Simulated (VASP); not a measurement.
# Cu (I4/mmm) in VASP: a series of runs

Runs on Cu. Level: PBE. Tasks: single point.

Everything below comes from runs of VASP 6.6.1. Logs are shortened: lines on timing, memory, paths and dates and some standing lists are left out, and cuts for length are marked.

## 1. The cell of the first run

The structure is tetragonal, space group I4/mmm (No. 139). Conventional cell: a = 2.886 Å, b = 2.886 Å, c = 2.752 Å, α = 90.00°, β = 90.00°, γ = 90.00°. Within 3.2 Å of Cu (site symmetry 4/mmm) lie 14 Cu at 2.46 to 2.89 Å.

## 2. Single point, PBE

INCAR

```
PREC = Accurate
ENCUT = 520
EDIFF = 1E-6
ISMEAR = 0
SIGMA = 0.014
LREAL = F
LASPH = T
NELM = 80
ALGO = Normal
ISIF = 2
LWAVE = F
LCHARG = T
GGA = PE
LELF = T
LVHAR = T
NBANDS = 12
```

KPOINTS

```
Automatic mesh
0
Gamma
  13 13 13
```

POSCAR

```
Cu
1.0
   -1.4427933200      1.4427933200      1.3760814500
    1.4427933200     -1.4427933200      1.3760814500
    1.4427933200      1.4427933200     -1.3760814500
Cu
1
Direct
    0.0000000000      0.0000000000      0.0000000000
```

Potentials or basis: VASP PAW PBE potentials, release 64 (Cu).

Run with:

```bash
cat potpaw_PBE.64/Cu/POTCAR > POTCAR
mpirun -np 1 vasp_std > vasp.out
```

OUTCAR:

```text
PREC = Accurate
   ENCUT = 520
   EDIFF = 1E-6
   ISMEAR = 0
   LREAL = F
   LASPH = T
   NELM = 80
   ISIF = 2
   GGA = PE

 ion  position               nearest neighbor table
   1  0.000  0.000  0.000-

  LATTYP: Found a body centered tetragonal cell.
 ALAT       =     2.8855866400
 C/A-ratio  =     0.9537620052

  Lattice vectors:

 A1 = (  -1.4427933200,   1.4427933200,   1.3760814500)
 A2 = (   1.4427933200,  -1.4427933200,   1.3760814500)
 A3 = (   1.4427933200,   1.4427933200,  -1.3760814500)

Analysis of symmetry for initial positions (statically):
=====================================================================
 Subroutine PRICEL returns:
 Original cell was already a primitive cell.

 Routine SETGRP: Setting up the symmetry group for a
 body centered tetragonal supercell.

 Subroutine GETGRP returns: Found 16 space group operations
 (whereof 16 operations were pure point group operations)
 out of a pool of 16 trial point group operations.

The static configuration has the point symmetry D_4h.

Analysis of symmetry for dynamics (positions and initial velocities):
=====================================================================
 Subroutine PRICEL returns:
 Original cell was already a primitive cell.

 Routine SETGRP: Setting up the symmetry group for a
 body centered tetragonal supercell.

 Subroutine GETGRP returns: Found 16 space group operations
 (whereof 16 operations were pure point group operations)
 out of a pool of 16 trial point group operations.

The dynamic configuration has the point symmetry D_4h.

 Subroutine INISYM returns: Found 16 space group operations
 (whereof 16 operations are pure point group operations),
 and found     1 'primitive' translations

----------------------------------------------------------------------------------------

                                     Primitive cell

  volume of cell :      11.4581

  direct lattice vectors                    reciprocal lattice vectors
    -1.442793320  1.442793320  1.376081450     0.000000000  0.346549983  0.363350585
     1.442793320 -1.442793320  1.376081450     0.346549983  0.000000000  0.363350585
     1.442793320  1.442793320 -1.376081450     0.346549983  0.346549983  0.000000000

  length of vectors
     2.461078074  2.461078074  2.461078074     0.502116060  0.502116060  0.490095685

  position of ions in fractional coordinates (direct lattice)
     0.000000000  0.000000000  0.000000000

  ion indices of the primitive-cell ions
   primitive index   ion index
                 1           1

----------------------------------------------------------------------------------------

 KPOINTS: Automatic mesh

Automatic generation of k-mesh.
 Grid dimensions read from file:
 generate k-points for:   13   13   13

 Generating k-lattice:

  Cartesian coordinates                     Fractional coordinates (reciprocal lattice)
     0.000000000  0.026657691  0.027950045     0.076923077 -0.000000000  0.000000000
     0.026657691  0.000000000  0.027950045    -0.000000000  0.076923077  0.000000000
     0.026657691  0.026657691  0.000000000     0.000000000  0.000000000  0.076923077

  Length of vectors
     0.038624312  0.038624312  0.037699668

  Shift w.r.t. Gamma in fractional coordinates (k-lattice)
     0.000000000  0.000000000  0.000000000

 Subroutine IBZKPT returns following result:
 ===========================================

 Found    196 irreducible k-points:

 Following reciprocal coordinates:
            Coordinates               Weight
  0.000000  0.000000  0.000000      1.000000
  0.076923  0.000000  0.000000      8.000000
  0.153846  0.000000  0.000000      8.000000
  0.230769 -0.000000  0.000000      8.000000
  0.307692  0.000000  0.000000      8.000000
  0.384615 -0.000000  0.000000      8.000000
[... 16 lines left out ...]
  0.384615  0.153846  0.000000     16.000000
  0.461538  0.153846  0.000000     16.000000
 [... further k-points ...]
   k-points           NKPTS =    196   k-points in BZ     NKDIM =    196   number of bands    NBANDS=     12
   number of dos      NEDOS =    301   number of ions     NIONS =      1
   total plane-waves  NPLWV =   5832
   dimension x,y,z NGX =    18 NGY =   18 NGZ =   18
   dimension x,y,z NGXF=    36 NGYF=   36 NGZF=   36
   ions per type =               1
   NGX,Y,Z   is equivalent  to a cutoff of  12.16, 12.16, 12.16 a.u.
   NGXF,Y,Z  is equivalent  to a cutoff of  24.32, 24.32, 24.32 a.u.
 SYSTEM =  unknown system
   PREC   = accura    normal or accurate (medium, high low for compatibility)
   ISTART =      0    job   : 0-new  1-cont  2-samecut
   ICHARG =      2    charge: 1-file 2-atom 10-const
   ISPIN  =      1    spin polarized calculation?
   LNONCOLLINEAR =      F non collinear calculations
   LSORBIT =      F    spin-orbit coupling
   LASPH  =      T    aspherical Exc in radial PAW
   ENCUT  =  520.0 eV  38.22 Ry    6.18 a.u.   4.58  4.58  4.58*2*pi/ulx,y,z
   NELM   =     80;   NELMIN=  2; NELMDL= -5     # of ELM steps
   EDIFF  = 0.1E-05   stopping-criterion for ELM
   LREAL  =      F    real-space projection
   EDIFFG = 0.1E-04   stopping-criterion for IOM
   NSW    =      0    number of steps for IOM
   IBRION =     -1    ionic relax: 0-MD 1-quasi-New 2-CG
   NFREE  =      0    steps in history (QN), initial steepest desc. (CG)
   ISIF   =      2    stress and relaxation
   ISYM   =      2    0-nonsym 1-usesym 2-fastsym
   POTIM  = 0.5000    time-step for ionic-motion
   TEBEG  =    0.0;   TEEND  =   0.0 temperature during run
   PSTRESS=    0.0 pullay stress
   NELECT =      11.0000    total number of electrons
   NUPDOWN=      -1.0000    fix difference up-down
   EMIN   =  10.00;   EMAX   =-10.00  energy-range for DOS
   EFERMI =   0.00;   METHOD = LEGACY
   ISMEAR =     0;   SIGMA  =   0.01  broadening in eV -4-tet -1-fermi 0-gaus
   EFERMI_NEDOS =   21; number of points for ismear=-14 and -15
   IALGO  =     38    algorithm
   IMIX   =      4    mixing-type and parameters
     AMIX     =   0.40;   BMIX     =  1.00
     AMIX_MAG =   1.60;   BMIX_MAG =  1.00
  volume/ion in A,a.u.               =      11.46        77.32
  Fermi-wavevector in a.u.,A,eV,Ry     =   1.614984  3.051878 35.486359  2.608174
  Thomas-Fermi vector in A             =   2.709805
   LORBIT       =      0    0 simple, 1 ext, 2 COOP (PROOUT), +10 PAW based schemes
   GGA     = PE    functional components
   LHFCALC =     F    Hartree Fock is set to
   AEXX    =    0.0000 exact exchange contribution
   IVDW    =     0    specifies the selected vdW correction
   LEPSILON=     F    determine dielectric tensor
   LRPA    =     F    only Hartree local field effects (RPA)
 non-spin polarized calculation
 Gauss-broadening in eV      SIGMA  =   0.01
  energy-cutoff  :      520.00
  volume of cell :       11.46
 maximum number of plane-waves:       323
   NGX =  9   NGY =  9   NGZ =  9

 number of electron      10.9999998 magnetization

 Free energy of the ion-electron system (eV)
  ---------------------------------------------------
  ext. energy  EPLUGINS =         0.00000000
  ---------------------------------------------------
  free energy    TOTEN  =        -3.68252380 eV

  energy without entropy =       -3.68247173  energy(sigma->0) =       -3.68249777

 E-fermi :   7.9064     XC(G=0): -12.9032

 val. band max:        7.9042309783   @ k =  -0.0769  -0.4615   0.0769
 cond. band min:       7.9312895063   @ k =  -0.2308   0.4615   0.0769
 fundamental gap:      0.0270585280
 Fermi energy:         7.9064009174

 k-point     1 :       0.0000    0.0000    0.0000
  band No.  band energies     occupation
      1      -1.6114      2.00000
      2       4.6490      2.00000
      3       4.8441      2.00000
      4       4.8441      2.00000
      5       5.7145      2.00000
      6       5.9210      2.00000
      7      32.8392      0.00000
      8      32.8392      0.00000
      9      34.0845      0.00000
     10      36.9097      0.00000
     11      36.9097      0.00000
     12      36.9229      0.00000

 k-point     2 :       0.0769    0.0000    0.0000
  band No.  band energies     occupation
      1      -1.3746      2.00000
      2       4.6542      2.00000
      3       4.8372      2.00000
      4       4.8833      2.00000
      5       5.7147      2.00000
      6       5.8880      2.00000
      7      31.2895      0.00000
      8      32.2616      0.00000
      9      32.5596      0.00000
     10      34.6474      0.00000
     11      35.3036      0.00000
     12      36.0487      0.00000

 k-point     3 :       0.1538    0.0000    0.0000
  band No.  band energies     occupation
      1      -0.6814      2.00000
      2       4.5592      2.00000
      3       4.7995      2.00000
      4       5.1099      2.00000
      5       5.7110      2.00000
      6       5.8387      2.00000
      7      27.3350      0.00000
      8      30.5089      0.00000
      9      31.0861      0.00000
     10      32.2747      0.00000
     11      34.0493      0.00000
     12      36.4944      0.00000
[... 286 lines left out ...]
 k-point    23 :       0.3846    0.1538    0.0000
  band No.  band energies     occupation
      1       3.1291      2.00000
      2       4.0223      2.00000
      3       5.1474      2.00000
      4       5.7882      2.00000
      5       6.1909      2.00000
      6       8.9703      0.00000
      7      13.3280      0.00000
      8      20.3213      0.00000
      9      25.2078      0.00000
     10      31.7682      0.00000
     11      37.2273      0.00000
     12      38.9651      0.00000

 k-point    24 :       0.4615    0.1538    0.0000
  band No.  band energies     occupation
      1       3.1256      2.00000
      2       4.0281      2.00000
      3       5.1427      2.00000
      4       5.7981      2.00000
      5       6.1392      2.00000
      6       8.8620      0.00000
      7      13.5161      0.00000
      8      20.2082      0.00000
      9      25.3406      0.00000
     10      31.7301      0.00000
     11      37.4967      0.00000
     12      39.8746      0.00000

 [... further k-points ...]

------------------------ aborting loop because EDIFF is reached ----------------------------------------

  FORCE on cell =-STRESS in cart. coord.  units (eV):
  Direction    XX          YY          ZZ          XY          YZ          ZX
  --------------------------------------------------------------------------------------
  -------------------------------------------------------------------------------------
  Total        0.5621149      0.5621149      0.5565421      0.0000000     -0.0000000      0.0000000
  in kB       78.6001332     78.6001332     77.8208910      0.0000000     -0.0000000      0.0000000
  external PRESSURE =      78.3403858 kB  Pullay stress =       0.0000000 kB

 VOLUME and BASIS-vectors are now :
 -----------------------------------------------------------------------------
  energy-cutoff  :      520.00
  volume of cell :       11.46
      direct lattice vectors                 reciprocal lattice vectors
    -1.442793320  1.442793320  1.376081450     0.000000000  0.346549983  0.363350585
     1.442793320 -1.442793320  1.376081450     0.346549983  0.000000000  0.363350585
     1.442793320  1.442793320 -1.376081450     0.346549983  0.346549983  0.000000000

 POSITION                                       TOTAL-FORCE (eV/Angst)
 -----------------------------------------------------------------------------------
      0.00000      0.00000      0.00000        -0.000000     -0.000000     -0.000000
 -----------------------------------------------------------------------------------
    total drift:                                0.000000     -0.000000     -0.000000

  FREE ENERGIE OF THE ION-ELECTRON SYSTEM (eV)
  ---------------------------------------------------
  free  energy   TOTEN  =        -3.6825238036 eV

  energy  without entropy=       -3.6824717284  energy(sigma->0) =       -3.68249777
```

It took 34 s on 1 thread of Intel Xeon 8259CL, shared host; peak memory 0.14 GiB.

Results:

| Quantity | Value |
| --- | --- |
| Free energy | -3.6825 eV |
| Pressure | 7.8 GPa |

## 3. Single point, PBE

INCAR

```
SYSTEM = Cu
ALGO = Fast
EDIFF = 1E-6
ENCUT = 520
GGA = PE
ISIF = 2
ISMEAR = 0
LASPH = .TRUE.
LCHARG = .FALSE.
LREAL = .FALSE.
LWAVE = .FALSE.
NBANDS = 12
NELM = 80
PREC = Accurate
SIGMA = 0.015
```

KPOINTS

```
k-points
0
G
  13 13 13
  0 0 0
```

POSCAR is that of step 2.

Potentials or basis: VASP PAW PBE potentials, release 64 (Cu).

Run with:

```bash
cat potpaw_PBE.64/Cu/POTCAR > POTCAR
mpirun -np 1 vasp_std > vasp.out
```

Run time: 46 s. Hardware: 1 thread of Intel Xeon 8259CL, shared host; peak memory 0.14 GiB.

The run converged. Its results:

* Free energy: -3.6825 eV
* Pressure: 8.3 GPa

Levels at points of the mesh, in eV from the Fermi level:
```
           k point  band 4  band 5  band 6  band 7  band 8  band 9
(0.00, 0.00, 0.00)   -3.06   -2.19   -1.99   24.93   24.93   26.18
```
